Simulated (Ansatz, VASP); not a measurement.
**SiC in VASP and in Ansatz**

File INCAR:

```
SYSTEM = SiC
PREC     = Accurate       ! precision mode
ENCUT    = 520            ! plane-wave cutoff, eV
EDIFF    = 1E-6           ! SCF threshold, eV
ISMEAR   = -1             ! smearing method
SIGMA    = 0.02           ! smearing width, eV
LREAL    = .FALSE.        ! projectors in reciprocal space
LASPH    = .TRUE.         ! aspherical terms in the spheres
NELM     = 80             ! most SCF steps
ALGO     = Normal         ! electronic algorithm
ISIF     = 2              ! what is computed and relaxed
LWAVE    = .FALSE.        ! write WAVECAR
LCHARG   = .FALSE.        ! write CHGCAR
GGA      = PE             ! functional
NBANDS   = 26             ! bands
```

KPOINTS

```
regular mesh
0
G
  8 5 1
  0 0 0
```

File POSCAR:

```
SiC
1.0
    3.0919181385      0.0000000000      0.0000000000
    0.0000000000      5.0742764952      0.0000000000
    0.0000000000      0.0000000000     19.5702000000
Si C
4 4
Direct
    0.0000000000      0.5856641283      0.4235022034
    0.5000000000      0.0587440860      0.4473240243
    0.5000000000      0.5587589973      0.5526756714
    0.0000000000      0.0856814390      0.5764966986
    0.0000000000      0.9272255522      0.4130448564
    0.5000000000      0.4283349515      0.4512284608
    0.5000000000      0.9283465133      0.5487711344
    0.0000000000      0.4272443323      0.5869569508
```

Input for Ansatz:

```yaml
crystal:
  lattice:
    - [3.0919181385, 0.0, 0.0]
    - [0.0, 5.0742764952, 0.0]
    - [0.0, 0.0, 19.5702]
  atoms:
    - { symbol: Si, position: [0.0, 0.5856641283, 0.4235022034] }
    - { symbol: C, position: [0.0, 0.9272255522, 0.4130448564] }
    - { symbol: Si, position: [0.5, 0.058744086, 0.4473240243] }
    - { symbol: C, position: [0.5, 0.4283349515, 0.4512284608] }
    - { symbol: Si, position: [0.5, 0.5587589973, 0.5526756714] }
    - { symbol: C, position: [0.5, 0.9283465133, 0.5487711344] }
    - { symbol: Si, position: [0.0, 0.085681439, 0.5764966986] }
    - { symbol: C, position: [0.0, 0.4272443323, 0.5869569508] }
kpoints:
  mp_grid: { grid: [8, 5, 1] }
scf:
  occupations: { method: fermi_dirac, width: 0.02 }
hamiltonian:
  xc: pbe
  pseudopotentials: { kind: paw }
output:
  forces: true
  stress: true
  eigenvalues: true
  core_levels:
    shells: { Si: ["2p"] }
    counted_from: conduction_bottom
    add_spin: false
```

Alike in both runs: task single point; functional PBE; k mesh 8 × 5 × 1; occupations fermi-dirac, width 0.02 eV; no spin polarisation.

```csv
,VASP,Ansatz
version,VASP 6.6.1,Ansatz 0.2.0
potentials or method,"VASP PAW PBE potentials, release 64 (Si, C)","PAW with Ansatz's default frozen-core files, scalar-relativistic"
plane-wave cutoff (eV),520,420
valence electrons in the cell,32,32
```

Ansatz gave:

```
gap on the k mesh at the Fermi level (eV) : 1.27
rms of the force components (eV/Å)        : 0.003
```

Which values does VASP return?

gap on the k mesh at the Fermi level (eV): 1.26; rms of the force components (eV/Å): 0.006.

The functional is the same, so the differences come from potentials, cutoffs and numerics. Ansatz's warnings: structure snapped to symmetry.
